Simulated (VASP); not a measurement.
# SnO (P4/nmm) in VASP: further runs, part 2 of 2

VASP 6.6.1. The steps go on from the part before.

### 4 Single point, PBEsol

This run uses another cell than the first one, of 17.21 Å³/atom.

INCAR reads:

```
SYSTEM = SnO
PREC = Accurate ; ENCUT = 520
EDIFF = 1E-6 ; ISMEAR = 0
SIGMA = 0.1 ; LREAL = .False.
LASPH = .True. ; NELM = 80
ALGO = Normal ; ISIF = 2
LWAVE = .False. ; LCHARG = .True.
GGA = PS ; LELF = .True.
LVHAR = .True. ; NBANDS = 28
```

KPOINTS reads:

```
Automatic mesh
0
Gamma
  12 12 10
  0 0 0
```

POSCAR reads:

```
SnO
1.0
    3.8053768835      0.0000000000      0.0000000000
    0.0000000000      3.8053768835      0.0000000000
    0.0000000000      0.0000000000      4.7531851323
Sn O
2 2
Direct
    0.0000000000      0.5000000000      0.2423986494
    0.5000000000      0.0000000000      0.7576013506
    0.0000000000      0.0000000000      0.0000000000
    0.5000000000      0.5000000000      0.0000000000
```

Potentials or basis: VASP PAW PBE potentials, release 64 (Sn_d, O).

Launch:

```console
$ cat potpaw_PBE.64/Sn_d/POTCAR potpaw_PBE.64/O/POTCAR > POTCAR
$ mpirun -np 1 vasp_std > vasp.out
```

OUTCAR:

```text
SYSTEM = SnO
   PREC = Accurate
   ENCUT = 520
   EDIFF = 1E-6
   ISMEAR = 0
   LREAL = .False.
   LASPH = .True.
   NELM = 80
   ISIF = 2
   GGA = PS

 ion  position               nearest neighbor table
   1  0.000  0.500  0.242-   3 2.22   4 2.22   3 2.22   4 2.22   2 3.54   2 3.54   2 3.54   2 3.54
                             2 3.64   2 3.64   2 3.64   2 3.64
   2  0.500  0.000  0.758-   3 2.22   4 2.22   4 2.22   3 2.22   1 3.54   1 3.54   1 3.54   1 3.54
                             1 3.64   1 3.64   1 3.64   1 3.64
   3  0.000  0.000  0.000-   1 2.22   2 2.22   1 2.22   2 2.22
   4  0.500  0.500  0.000-   1 2.22   2 2.22   2 2.22   1 2.22

  LATTYP: Found a simple tetragonal cell.
 ALAT       =     3.8053768835
 C/A-ratio  =     1.2490707958

  Lattice vectors:

 A1 = (   3.8053768835,   0.0000000000,   0.0000000000)
 A2 = (   0.0000000000,   3.8053768835,   0.0000000000)
 A3 = (   0.0000000000,   0.0000000000,   4.7531851323)

Analysis of symmetry for initial positions (statically):
=====================================================================
 Subroutine PRICEL returns:
 Original cell was already a primitive cell.

 Routine SETGRP: Setting up the symmetry group for a
 simple tetragonal supercell.

 Subroutine GETGRP returns: Found 16 space group operations
[... 168 lines left out ...]

  energy without entropy =      -24.21390316  energy(sigma->0) =      -24.21427239

 E-fermi :   7.2658     XC(G=0): -10.5922

 val. band max:        7.2198529481   @ k =   0.0833   0.0833   0.0000
 cond. band min:       7.2858294546   @ k =   0.5000   0.5000   0.1000
 fundamental gap:      0.0659765065
 Fermi energy:         7.2658120243

 k-point     1 :       0.0000    0.0000    0.0000
  band No.  band energies     occupation
      1     -14.7161      2.00000
      2     -14.2727      2.00000
      3     -14.2727      2.00000
      4     -14.2622      2.00000
      5     -14.2207      2.00000
      6     -14.2180      2.00000
[... 733 lines left out ...]
     27      14.6661      0.00000
     28      15.1461      0.00000

 [... further k-points ...]
[... 5 lines left out ...]
  --------------------------------------------------------------------------------------
  -------------------------------------------------------------------------------------
  Total        0.1001210      0.1001210      0.0985425      0.0000000      0.0000000      0.0000000
  in kB        2.3305355      2.3305355      2.2937918      0.0000000      0.0000000      0.0000000
  external PRESSURE =       2.3182876 kB  Pullay stress =       0.0000000 kB

 VOLUME and BASIS-vectors are now :
 -----------------------------------------------------------------------------
  energy-cutoff  :      520.00
  volume of cell :       68.83
      direct lattice vectors                 reciprocal lattice vectors
     3.805376884  0.000000000  0.000000000     0.262786061  0.000000000  0.000000000
     0.000000000  3.805376884  0.000000000     0.000000000  0.262786061  0.000000000
     0.000000000  0.000000000  4.753185132     0.000000000  0.000000000  0.210385241

 POSITION                                       TOTAL-FORCE (eV/Angst)
 -----------------------------------------------------------------------------------
      0.00000      1.90269      1.15217        -0.000000      0.000000      0.087255
      1.90269      0.00000      3.60102         0.000000      0.000000     -0.087255
      0.00000      0.00000      0.00000         0.000000     -0.000000      0.000000
      1.90269      1.90269      0.00000        -0.000000      0.000000      0.000000
 -----------------------------------------------------------------------------------
    total drift:                                0.000000      0.000000     -0.000000

  FREE ENERGIE OF THE ION-ELECTRON SYSTEM (eV)
  ---------------------------------------------------
  free  energy   TOTEN  =       -24.2146416229 eV

  energy  without entropy=      -24.2139031567  energy(sigma->0) =      -24.21427239
```

Run time: 3.9 min. Hardware: 1 thread of AMD EPYC 7R13, shared host; peak memory 0.36 GiB.

Results:

```
Free energy            : -24.2146 eV
Pressure               : 0.2 GPa
Largest force          : 0.087 eV/Å
Band gap on the k mesh : zero (bands 20 and 21 overlap by 0.10 eV)
```

Forces in eV/Å, atoms in the order of the input:
```
Sn   0.000  0.000  0.087
Sn   0.000  0.000 -0.087
O    0.000  0.000  0.000
O    0.000  0.000  0.000
```

Levels at points of the mesh, in eV from the Fermi level:
```csv
k point,band 16,band 17,band 18,band 19,band 20,band 21,band 22,band 23,band 24,band 25
"(0.00, 0.00, 0.00)",-6.40,-3.55,-3.25,-3.25,-0.06,2.06,4.45,4.51,4.51,5.72
"(0.50, 0.00, 0.00)",-5.10,-4.95,-4.95,-2.83,-2.83,3.20,3.20,5.79,5.79,6.01
"(0.50, 0.50, 0.00)",-5.22,-2.58,-2.58,-1.94,-1.94,-0.14,-0.14,4.35,4.35,7.37
"(0.00, 0.00, 0.50)",-3.63,-3.26,-3.26,-3.06,-2.26,1.53,2.73,2.73,3.51,7.97
"(0.50, 0.00, 0.50)",-5.61,-4.91,-4.91,-1.79,-1.79,2.59,2.59,5.25,5.25,6.68
"(0.50, 0.50, 0.50)",-5.75,-2.84,-2.84,-2.58,-2.58,2.23,2.23,4.09,4.09,5.53
```

Caveat: semilocal functionals underestimate gaps, and a narrow one can read as zero; the PAW data sets were made with another functional, which shifts forces and pressure a little; spin-orbit coupling is left out, which moves the levels of the heavy elements.

### 5 Relaxation of cell and atoms, PBEsol, target pressure 18 GPa, at which the enthalpy is minimised

This run uses another cell than the first one, of 15.08 Å³/atom.

INCAR reads:

```
PREC = Accurate ; ENCUT = 600
EDIFF = 1E-7 ; ISMEAR = -1
SIGMA = 0.15 ; LREAL = False
LASPH = True ; NELM = 100
ALGO = Normal ; ISIF = 3
LWAVE = False ; LCHARG = False
GGA = PS ; IBRION = 2
NSW = 80 ; EDIFFG = -0.001
PSTRESS = 180.0
```

KPOINTS reads:

```
Automatic mesh
0
Gamma
  12 12 10
```

POSCAR reads:

```
SnO
1.0
    3.7160295289      0.0000000000      0.0000000000
    0.0000000000      3.7160295289      0.0000000000
    0.0000000000      0.0000000000      4.3690863263
Sn O
2 2
Direct
    0.0000000000      0.5000000000      0.2656936372
    0.5000000000      0.0000000000      0.7343063628
    0.0000000000      0.0000000000      0.0000000000
    0.5000000000      0.5000000000      0.0000000000
```

Launch:

```console
$ cat potpaw_PBE.64/Sn_d/POTCAR potpaw_PBE.64/O/POTCAR > POTCAR
$ mpirun -np 1 vasp_std > vasp.out
```

Run time: 19 min. Hardware: 1 thread of Intel Xeon 6975P-C (Granite Rapids), shared host; peak memory 0.4 GiB.

It converged, with:

| Property | Result |
| --- | --- |
| Free energy | -23.6470 eV |
| Relaxed volume | 13.64 Å³/atom |
| Relaxed cell | a = 3.627 Å, b = 3.627 Å, c = 4.148 Å, α = 90.00°, β = 90.00°, γ = 90.00° |
| Space group after relaxing (to 0.1 Å) | P4/nmm (No. 129) |
| Energy change on relaxing (the run minimises the enthalpy) | +106.7 meV/atom |
| Ionic steps | 24 |
| Pressure after relaxing | 18.0 GPa |
| Band gap on the k mesh | zero (bands 20 and 21 overlap by 1.65 eV) |

Step by step:
| step | energy change (eV) | largest force (eV/Å) | pressure (GPa) | volume (Å³) |
| --- | --- | --- | --- | --- |
| 1 | 0.0000 | 0.0904 | 7.28 | 60.33 |
| 2 | 1.0087 | 2.4898 | 35.08 | 51.94 |
| 3 | 0.3049 | 1.0855 | 17.97 | 56.34 |
| 4 | 0.3858 | 0.2507 | 18.06 | 55.04 |
| 5 | 0.4259 | 0.0175 | 18.19 | 54.65 |
| 6 | 0.4160 | 0.0233 | 17.84 | 54.69 |
| 7 | 0.4100 | 0.0316 | 17.53 | 54.73 |
| 8 | 0.4097 | 0.0325 | 17.51 | 54.73 |
| 9 | 0.4515 | 0.1071 | 18.89 | 54.36 |
| 10 | 0.4237 | 0.0157 | 17.98 | 54.60 |
| 11 | 0.4234 | 0.0142 | 17.96 | 54.61 |
| 12 | 0.4260 | 0.0030 | 17.99 | 54.58 |
| 13 | 0.4266 | 0.0005 | 18.02 | 54.58 |
| 14 | 0.4264 | 0.0018 | 17.99 | 54.58 |
| 15 | 0.4265 | 0.0004 | 18.00 | 54.58 |
| 16 | 0.4266 | 0.0003 | 17.99 | 54.58 |
| 17 | 0.4270 | 0.0016 | 18.03 | 54.58 |
| 18 | 0.4272 | 0.0018 | 18.02 | 54.57 |
| 19 | 0.4274 | 0.0026 | 18.03 | 54.57 |
| 20 | 0.4273 | 0.0024 | 18.02 | 54.57 |
| 21 | 0.4272 | 0.0024 | 18.03 | 54.57 |
| 22 | 0.4272 | 0.0021 | 18.02 | 54.57 |
| 23 | 0.4263 | 0.0013 | 17.99 | 54.58 |
| 24 | 0.4266 | 0.0005 | 18.01 | 54.58 |

Final structure:
```yaml
crystal:
  lattice:
    - [3.62731, 0.00000, 0.00000]
    - [0.00000, 3.62731, 0.00000]
    - [0.00000, 0.00000, 4.14816]
  atoms:
    - { symbol: Sn, position: [0.00000, 0.50000, 0.28170] }
    - { symbol: Sn, position: [0.50000, 0.00000, 0.71830] }
    - { symbol: O, position: [0.00000, 0.00000, 0.00000] }
    - { symbol: O, position: [0.50000, 0.50000, 0.00000] }
```

Levels at points of the mesh, in eV from the Fermi level:
```tsv
k point	band 16	band 17	band 18	band 19	band 20	band 21	band 22	band 23	band 24
(0.00, 0.00, 0.00)	-7.26	-4.03	-3.49	-3.49	0.27	3.53	3.94	3.94	6.32
(0.50, 0.00, 0.00)	-5.80	-5.51	-5.51	-3.56	-3.56	4.48	4.48	5.83	5.83
(0.50, 0.50, 0.00)	-5.79	-2.75	-2.75	-2.10	-2.10	-1.31	-1.31	4.77	4.77
(0.00, 0.00, 0.50)	-4.22	-3.50	-3.50	-2.50	-1.17	1.63	1.63	2.01	3.17
(0.50, 0.00, 0.50)	-6.44	-5.36	-5.36	-1.97	-1.97	3.83	3.83	4.81	4.81
(0.50, 0.50, 0.50)	-7.11	-3.85	-3.85	-2.76	-2.76	1.95	1.95	6.01	6.01
```

Caveat: the cell is relaxed towards a set pressure, so the run minimises the enthalpy, not the energy; the PAW data sets were made with another functional, which shifts forces and pressure a little; spin-orbit coupling is left out, which moves the levels of the heavy elements.

### 6 Summary

```csv
task,cell,cutoff (eV),smearing,gap on the mesh (eV),pressure (GPa),largest force (eV/Å)
single point,"a = 3.627, b = 3.627, c = 4.149 Å, 4 atoms, atomic positions A",520,fermi-dirac 0.15 eV,none,18.4,0.10
single point,"a = 3.716, b = 3.716, c = 4.369 Å, 4 atoms, atomic positions B",520,fermi-dirac 0.15 eV,none,7.3,0.09
single point,"a = 3.805, b = 3.805, c = 4.753 Å, 4 atoms, atomic positions C",520,gaussian 0.1 eV,none,0.2,0.09
relaxation of cell and atoms,"relaxed to 18 GPa from a = 3.716, b = 3.716, c = 4.369 Å, 4 atoms, atomic positions B",600,fermi-dirac 0.15 eV,none,18.0,-
```

Alike in all rows: level PBEsol; potentials or basis VASP PAW PBE potentials, release 64 (Sn_d, O); no spin polarisation; k mesh 12 × 12 × 10.

Caveats: the PAW data sets were made with another functional, which shifts forces and pressure a little; spin-orbit coupling is left out, which moves the levels of the heavy elements; the cell stands under pressure (at least some runs); semilocal functionals underestimate gaps, and a narrow one can read as zero (at least some runs); the cell is relaxed towards a set pressure, so the run minimises the enthalpy, not the energy (at least some runs).

Total energies depend on the potentials used, so only differences within one code and one set of settings carry meaning.

The gap in the log of VASP goes by the Fermi energy; the results here count the filled bands.